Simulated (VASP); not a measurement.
Set up this calculation in VASP 6.6.1, as the native input.

```yaml
Task: single point
Functional: PBE
Potentials_or_basis: VASP PAW PBE potentials, release 64 (Cd, Hg, Te)
Cutoff: 520 eV
k_mesh: 6 × 6 × 6
Occupations: gaussian, width 0.1 eV
Spin: no spin polarisation
Dipole_correction: no
Further_INCAR_settings: ALGO = Normal; EDIFF = 1e-06; NBANDS = 36
```

The structure of Cd2HgTe3 lies in POSCAR:

```
Cd2HgTe3
1.0
   -2.1919873100      2.1919873100      9.2998145400
    2.1919873100     -2.1919873100      9.2998145400
    2.1919873100      2.1919873100     -9.2998145400
Cd Hg Te
2 1 3
Direct
    0.8333333300      0.8333333300      0.0000000000
    0.1666666700      0.1666666700      0.0000000000
    0.5000000000      0.5000000000      0.0000000000
    0.0000000000      0.0000000000      0.0000000000
    0.6666666700      0.6666666700      0.0000000000
    0.3333333300      0.3333333300      0.0000000000
```

The input as run:

INCAR

```
  PREC = Accurate
  ENCUT = 520
  EDIFF = 1E-6
  ISMEAR = 0
  SIGMA = 0.1
  LREAL = F
  LASPH = T
  NELM = 60
  ALGO = Normal
  ISIF = 2
  LWAVE = F
  LCHARG = F
  GGA = PE
  NBANDS = 36
```

KPOINTS

```
Automatic mesh
0
Gamma
  6 6 6
```

Potentials or basis: VASP PAW PBE potentials, release 64 (Cd, Hg, Te).

Launch:

```console
$ cat potpaw_PBE.64/Cd/POTCAR potpaw_PBE.64/Hg/POTCAR potpaw_PBE.64/Te/POTCAR > POTCAR
$ mpirun -np 1 vasp_std > vasp.out
```

Results of the run:

```yaml
Pressure: -1.3 GPa
Largest_force: 0.225 eV/Å
Band_gap_on_the_k_mesh: zero (bands 27 and 28 overlap by 1.81 eV)
```

Caveat: spin-orbit coupling is left out, which moves the levels of the heavy elements.

It took 13 min on 1 thread of Intel(R) Xeon(R) Platinum 8375C CPU @ 2.90GHz (Ice Lake), with other jobs on the host, peak memory 1 GiB.
